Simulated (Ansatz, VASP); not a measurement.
## KCl in VASP and in Ansatz

The input INCAR:

```
SYSTEM = KCl
PREC = Accurate
ENCUT = 520
EDIFF = 1E-6
ISMEAR = 0
SIGMA = 0.05
LREAL = .False.
LASPH = .True.
NELM = 60
ALGO = Normal
ISIF = 2
LWAVE = .False.
LCHARG = .True.
GGA = CA
LELF = .True.
LVHAR = .True.
NBANDS = 15
```

KPOINTS

```
regular mesh
0
Gamma
  6 6 6
  0 0 0
```

POSCAR

```
KCl
1.0
    3.8391960000      0.0000000000      0.0000000000
    0.0000000000      3.9543718800      0.0000000000
    0.0000000000      0.0000000000      3.8391960000
K Cl
1 1
Direct
    0.0000000000      0.0000000000      0.0000000000
    0.5000000000      0.5000000000      0.5000000000
```

Input for Ansatz:

```yaml
crystal:
  lattice:
    - [3.839196, 0.0, 0.0]
    - [0.0, 3.95437188, 0.0]
    - [0.0, 0.0, 3.839196]
  atoms:
    - { symbol: K, position: [0.0, 0.0, 0.0] }
    - { symbol: Cl, position: [0.5, 0.5, 0.5] }
basis:
  ecutwfc: 420
kpoints:
  mp_grid: { grid: [6, 6, 6] }
hamiltonian:
  xc: lda
scf:
  occupations: { method: gaussian, width: 0.05 }
output:
  forces: true
  stress: true
  eigenvalues: true
```

Change from the starting cell: strain +0.0300 x Voigt [0, 1, 0, 0, 0, 0], atoms carried along.

Alike in both runs: task single point; functional LDA; k mesh 6 × 6 × 6; occupations gaussian, width 0.05 eV; no spin polarisation.

|  | VASP | Ansatz |
| --- | --- | --- |
| version | VASP 6.6.1 | Ansatz 0.2.0 |
| potentials or method | VASP PAW LDA potentials, release 64 (K_sv, Cl), cutoff 520 eV | scalar-relativistic, plane waves, PAW |
| valence electrons in the cell | 16 | 16 |

|  | VASP | Ansatz | Ansatz less VASP |
| --- | --- | --- | --- |
| gap on the k mesh at the Fermi level (eV) | 4.20 | 4.19 | -0.006 |
| least direct gap on the mesh (eV) | 4.40 | 4.39 | -0.007 |
| pressure (GPa) | -3.4 | -3.5 | -0.01 |
| traceless stress, the component that is largest in VASP (GPa) | -0.79 | -0.80 | -0.001 |

LDA's correlation is that of Perdew and Zunger in VASP and of Perdew and Wang (1992) in Ansatz.
